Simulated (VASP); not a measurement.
Input of a VASP 6.6.1 run:

File INCAR:

```
SYSTEM = C
ALGO = Normal
EDIFF = 1E-6
ENCUT = 520
ISIF = 2
ISMEAR = -1
LASPH = .TRUE.
LCHARG = .TRUE.
LELF = .TRUE.
LREAL = .FALSE.
LVHAR = .TRUE.
LWAVE = .FALSE.
NBANDS = 8
NELM = 100
PREC = Accurate
SIGMA = 0.1
```

File KPOINTS:

```
k-points
0
G
  22 22 21
  0 0 0
```

Contents of POSCAR:

```
C
1.0
    1.9487479746      0.0000000000      0.0000000000
   -0.9743739873      1.6876652516      0.0000000000
    0.0000000000      0.0000000000      1.5503126514
C
1
Direct
    0.0000000000      0.0000000000      0.0000000000
```

Potentials or basis: VASP PAW LDA potentials, release 64 (C).

Command:

```console
$ cat potpaw_LDA.64/C/POTCAR > POTCAR
$ mpirun -np 1 vasp_std > vasp.out
```

Problem. What does it give for the pressure?

Solution. 25.4 GPa.

Problem. Estimate the band gap on the k mesh.

Solution. Zero (band 2 reaches 20.87 eV, above the bottom of band 3 at 4.30 eV).

Stress tensor (GPa, compression positive):
```
25.15  0.00  0.00
 0.00 25.15  0.00
 0.00  0.00 26.02
```
